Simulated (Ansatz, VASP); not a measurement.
**SnSe: VASP beside Ansatz**

```
Sn Se
1.0
     4.16751    0.00000    0.00000
     0.00000    4.38632    0.00000
     0.00000    0.00000   29.52137
Sn Se
6 6
Direct
  0.75000 0.91615 0.25524
  0.25000 0.41197 0.35580
  0.75000 0.58436 0.44875
  0.25000 0.08436 0.55125
  0.75000 0.91197 0.64420
  0.25000 0.41615 0.74476
  0.25000 0.47770 0.26307
  0.75000 0.97790 0.34734
  0.25000 0.01355 0.45837
  0.75000 0.51355 0.54163
  0.25000 0.47790 0.65266
  0.75000 0.97770 0.73693
```

Alike in both runs: functional PBE; dispersion D3(BJ); k mesh 8 × 8 × 1; occupations gaussian, width 0.05 eV; no spin polarisation.

Ansatz relaxed the structure, and its values are those at the end. VASP's run is a single point on that final structure, the one shown.

|  | VASP | Ansatz |
| --- | --- | --- |
| version | VASP 6.6.1 | Ansatz 0.2.0 |
| potentials or method | VASP PAW PBE potentials, release 64 (Sn_d, Se), cutoff 520 eV | scalar-relativistic, plane waves, PAW |
| valence electrons in the cell | 120 | 180 |

|  | VASP | Ansatz | Ansatz less VASP |
| --- | --- | --- | --- |
| gap on the k mesh at the Fermi level (eV) | 0.68 | 0.69 | +0.004 |
| least direct gap on the mesh (eV) | 0.94 | 0.95 | +0.009 |
| rms of the force components (eV/Å) | 0.011 | 0.004 | -0.0063 |

VASP's potentials hold 120 valence electrons a cell and Ansatz's 180, so a difference there can come from the potentials and not from the codes. Ansatz's warnings: xc potential rough in thin density.
